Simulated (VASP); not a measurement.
A run of VASP 6.6.1 is set up as follows.

The input INCAR:

```
SYSTEM = BN
  PREC = Accurate
  ENCUT = 520
  EDIFF = 1E-7
  ISMEAR = 0
  SIGMA = 0.05
  LREAL = .False.
  LASPH = .True.
  NELM = 100
  ALGO = Normal
  ISIF = 2
  LWAVE = .False.
  LCHARG = .False.
  GGA = PE
  IVDW = 12
  NBANDS = 16
```

KPOINTS

```
regular mesh
0
Gamma
  12 12 4
  0 0 0
```

The input POSCAR:

```
BN
1.0
    2.5064381059      0.0000000000      0.0000000000
   -1.2532190530      2.1706390727      0.0000000000
    0.0000000000      0.0000000000      6.6168468515
B N
2 2
Direct
    0.3333333333      0.6666666667      0.2500000000
    0.6666666667      0.3333333333      0.7500000000
    0.4024374059      0.8048748118      0.7500000000
    0.6666666667      0.3333333333      0.2500000000
```

Potentials or basis: VASP PAW PBE potentials, release 64 (B, N).

Launch:

```sh
$ cat potpaw_PBE.64/B/POTCAR potpaw_PBE.64/N/POTCAR > POTCAR
$ mpirun -np 1 vasp_std > vasp.out
```

Estimate the dispersion energy per atom.

-0.142 eV.

Predict the largest force.

21.921 eV/Å.

Predict the band gap on the k mesh.

2.35 eV, indirect (least direct gap 3.86 eV).

Forces on the atoms (eV/Å):
```
B     0.000  -0.005   0.000
B     0.000  21.878   0.000
N     0.000 -21.921   0.000
N     0.000   0.048   0.000
```

Caveat: the cell differs from its parent crystal (atom 3 (N) moved by (+0.300, +0.000) A along y and z); forces of over 1 eV/Å act on the atoms, so gaps and moduli don't describe the material at rest. A k mesh can miss the band edges.
